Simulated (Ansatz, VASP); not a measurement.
## Ba2TaC2: VASP beside Ansatz

```xyz
5
Lattice="4.4542 0.0000 0.0000 -2.2271 3.8575 0.0000 0.0000 0.0000 6.9097" Properties=species:S:1:pos:R:3 pbc="T T T"
Ba    2.2271    1.2858    1.7040
Ba    2.2271    1.2858    5.2057
Ta    0.0000    0.0000    0.0000
C     0.0000    2.5716    1.7452
C     0.0000    2.5716    5.1645
```

Alike in both runs: task single point; functional PBE; k mesh 6 × 6 × 4; occupations gaussian, width 0.1 eV; no spin polarisation.

|  | VASP | Ansatz |
| --- | --- | --- |
| version | VASP 6.6.1 | Ansatz 0.2.0 |
| potentials or method | VASP PAW PBE potentials, release 64 (Ba_sv, Ta_pv, C), cutoff 520 eV | scalar-relativistic, plane waves, PAW |
| valence electrons in the cell | 39 | 41 |

|  | VASP | Ansatz | Ansatz less VASP |
| --- | --- | --- | --- |
| gap on the k mesh at the Fermi level (eV) | none | none | - |
| pressure (GPa) | 4.2 | 2.0 | -2.19 |
| traceless stress, the component that is largest in VASP (GPa) | 1.14 | 1.73 | +0.591 |
| rms of the force components (eV/Å) | 0.914 | 0.850 | -0.0640 |

Atom by atom the forces differ by 0.099 eV/Å (rms over components). A gap of «none» marks a metal or a gap that the smearing closes. The functional is the same, so the differences come from potentials, cutoffs and numerics. VASP's potentials hold 39 valence electrons a cell and Ansatz's 41, so a difference there can come from the potentials and not from the codes.

Spin-orbit coupling is off throughout.
